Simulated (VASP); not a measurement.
Set up this calculation in VASP 6.6.1, as the native input.

| Item | Value |
| --- | --- |
| Task | single point |
| Functional | PBE |
| Potentials or basis | VASP PAW PBE potentials, release 64 (Al, Ni, B) |
| Cutoff | 520 eV |
| k mesh | 10 × 10 × 10 |
| Occupations | gaussian, width 0.1 eV |
| Spin | no spin polarisation |
| Dipole correction | no |
| Further INCAR settings | ALGO = Normal; EDIFF = 1e-07; NBANDS = 26 |

The structure of AlNi3B lies in POSCAR:

```
AlNi3B
1.0
    3.7142863519      0.0000000000      0.0000000000
    0.0000000000      3.7142863519      0.0000000000
    0.0000000000      0.0000000000      3.7142863519
Al Ni B
1 3 1
Direct
    0.5000000000      0.5000000000      0.5000000000
    0.5000000000      0.0000000000      0.0000000000
    0.0000000000      0.5000000000      0.0000000000
    0.0000000000      0.0000000000      0.5000000000
    0.0000000000      0.0000000000      0.0000000000
```

This cell differs from its parent crystal: Fe replaced by Ni, lengths x 0.976, strained.

One way to write it, as run:

INCAR

```
SYSTEM = AlNi3B
PREC = Accurate
ENCUT = 520
EDIFF = 1E-7
ISMEAR = 0
SIGMA = 0.1
LREAL = .False.
LASPH = .True.
NELM = 60
ALGO = Normal
ISIF = 2
LWAVE = .False.
LCHARG = .True.
GGA = PE
LELF = .True.
LVHAR = .True.
NBANDS = 26
```

KPOINTS

```
Automatic mesh
0
Gamma
  10 10 10
  0 0 0
```

Potentials or basis: VASP PAW PBE potentials, release 64 (Al, Ni, B).

Command:

```sh
$ cat potpaw_PBE.64/Al/POTCAR potpaw_PBE.64/Ni/POTCAR potpaw_PBE.64/B/POTCAR > POTCAR
$ mpirun -np 1 vasp_std > vasp.out
```

It gave:

| Item | Value |
| --- | --- |
| Pressure | 16.1 GPa |
| Band gap on the k mesh | zero (bands 18 and 19 overlap by 1.94 eV) |

Caveat: the cell differs from its parent crystal (Fe replaced by Ni, lengths x 0.976, strained); the cell stands under pressure.

Wall time 29 s on 1 thread of Intel Xeon 6975P-C (shared host), peak memory 0.2 GiB.
